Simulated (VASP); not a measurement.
C, 2 atoms in the cell. Symmetry: Fd-3m, No. 227, cubic system. Conventional cell: a = 3.554 Å, b = 3.554 Å, c = 3.554 Å, α = 90.00°, β = 90.00°, γ = 90.00°. Within 2.1 Å of C (site symmetry -43m) lie 4 C at 1.54 Å. 

```yaml
Program: VASP 6.6.1
Task: single point
Functional: PBEsol
Potentials_or_basis: VASP PAW PBE potentials, release 64 (C_h)
Cutoff: 910 eV
k_mesh: 12 × 12 × 12
Occupations: gaussian, width 0.02 eV
Spin: no spin polarisation
Dipole_correction: no
Second_run: hard_potentials
Further_INCAR_settings: ALGO = Normal; EDIFF = 1e-06; NBANDS = 11
```

Potentials or basis: VASP PAW PBE potentials, release 64 (C_h).

Run with:

```sh
$ cat potpaw_PBE.64/C_h/POTCAR > POTCAR
$ mpirun -np 1 vasp_std > vasp.out
```

Hardware: 1 thread of AMD EPYC 7R43 64-Core Processor (Zen 3) (shared host).

Question: How long does it take, and how much memory?

Answer: Wall time 16 s on 1 thread of AMD EPYC 7R43 64-Core Processor (Zen 3), with other jobs on the host, peak memory 0.12 GiB. Counts: scf iterations 11, k points 72.
